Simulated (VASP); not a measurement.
The system is TiGeSe4.

```xyz
6
Lattice="4.9655 0.0000 0.0000 -2.4828 4.3003 0.0000 0.0000 0.0000 5.5881" Properties=species:S:1:pos:R:3 pbc="T T T"
Ti    0.0000    0.0000    2.7941
Ge    0.0000    0.0000    0.0000
Se    0.0000    2.8669    4.1316
Se    0.0000    2.8669    1.4565
Se    2.4828    1.4334    4.1316
Se    2.4828    1.4334    1.4565
```

The cell was generated, and may not be a known phase.

| Property | Result |
| --- | --- |
| Program | VASP 6.6.1 |
| Task | relaxation of cell and atoms |
| Functional | PBE |
| Potentials or basis | VASP PAW PBE potentials, release 64 (Ti_sv, Ge_d, Se) |
| Cutoff | 600 eV |
| k mesh | 6 × 6 × 4 |
| Occupations | gaussian, width 0.1 eV |
| Spin | no spin polarisation |

At the start: pressure 0.6 GPa; volume 19.89 Å³/atom.

Question: Where does the relaxation end?

Answer: Over 7 steps the energy falls by 2.9 meV/atom and the volume is 20.03 Å³/atom (+0.7 %); space group P6/mmm (No. 191, to 0.1 Å) before and after.

Step by step:
| step | energy change (eV) | largest force (eV/Å) | pressure (GPa) | volume (Å³) |
| --- | --- | --- | --- | --- |
| 1 | 0.0000 | 0.2439 | 0.59 | 119.32 |
| 2 | -0.0104 | 0.1276 | -0.15 | 120.58 |
| 3 | -0.0115 | 0.0759 | -0.47 | 121.17 |
| 4 | -0.0146 | 0.0044 | -0.02 | 120.47 |
| 5 | -0.0147 | 0.0292 | 0.16 | 120.25 |
| 6 | -0.0168 | 0.0126 | 0.16 | 120.22 |
| 7 | -0.0175 | 0.0142 | 0.11 | 120.16 |

Final structure:
```cif
data_structure
_symmetry_space_group_name_H-M 'P 1'
_symmetry_Int_Tables_number 1
_cell_length_a 4.9415
_cell_length_b 4.9415
_cell_length_c 5.6823
_cell_angle_alpha 90.000
_cell_angle_beta 90.000
_cell_angle_gamma 120.000
_cell_volume 120.16
loop_
_atom_site_label
_atom_site_type_symbol
_atom_site_fract_x
_atom_site_fract_y
_atom_site_fract_z
_atom_site_occupancy
Ti1 Ti 0.00000 0.00000 0.50000 1
Ge1 Ge 0.00000 0.00000 0.00000 1
Se1 Se 0.33333 0.66667 0.73314 1
Se2 Se 0.33333 0.66667 0.26686 1
Se3 Se 0.66667 0.33333 0.73314 1
Se4 Se 0.66667 0.33333 0.26686 1
```
